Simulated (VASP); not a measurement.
The system is CsMo4Pb.

```
Cs Mo Pb
1.0
     0.00000    3.99681    3.99681
     3.99681    0.00000    3.99681
     3.99681    3.99681    0.00000
Cs Mo Pb
1 4 1
Direct
  0.00000 0.00000 0.00000
  0.37500 0.87500 0.37500
  0.37500 0.37500 0.87500
  0.37500 0.37500 0.37500
  0.87500 0.37500 0.37500
  0.75000 0.75000 0.75000
```

```yaml
Program: VASP 6.6.1
Task: relaxation of cell and atoms
Functional: PBE
Potentials_or_basis: VASP PAW PBE potentials, release 64 (Cs_sv, Mo_sv, Pb_d)
Cutoff: 600 eV
k_mesh: 8 × 8 × 8
Occupations: gaussian, width 0.1 eV
Spin: no spin polarisation
```

At the start: pressure -2.9 GPa; volume 21.28 Å³/atom.

Problem. Where does the relaxation end?

Solution. Over 8 steps the energy falls by 11.3 meV/atom and the volume is 20.78 Å³/atom (-2.4 %); space group F-43m (No. 216, to 0.1 Å) before and after.

The path:
```
step  energy change (eV)  largest force (eV/Å)  pressure (GPa)  volume (Å³)
   1              0.0000                0.2465           -2.93       127.69
   2             -0.0129                0.2254            3.19       120.64
   3             -0.0405                0.2539            0.26       123.75
   4             -0.0516                0.2038            0.30       123.74
   5             -0.0653                0.0093            0.73       123.70
   6             -0.0632                0.0404           -1.08       126.00
   7             -0.0675                0.0202           -0.04       124.65
   8             -0.0676                0.0088           -0.02       124.67
```

Final structure:
```
CELL_PARAMETERS angstrom
0.00000 3.96497 3.96497
3.96497 0.00000 3.96497
3.96497 3.96497 0.00000
ATOMIC_POSITIONS crystal
Cs 0.00000 0.00000 0.00000
Mo 0.37115 0.88656 0.37115
Mo 0.37115 0.37115 0.88656
Mo 0.37115 0.37115 0.37115
Mo 0.88656 0.37115 0.37115
Pb 0.75000 0.75000 0.75000
```
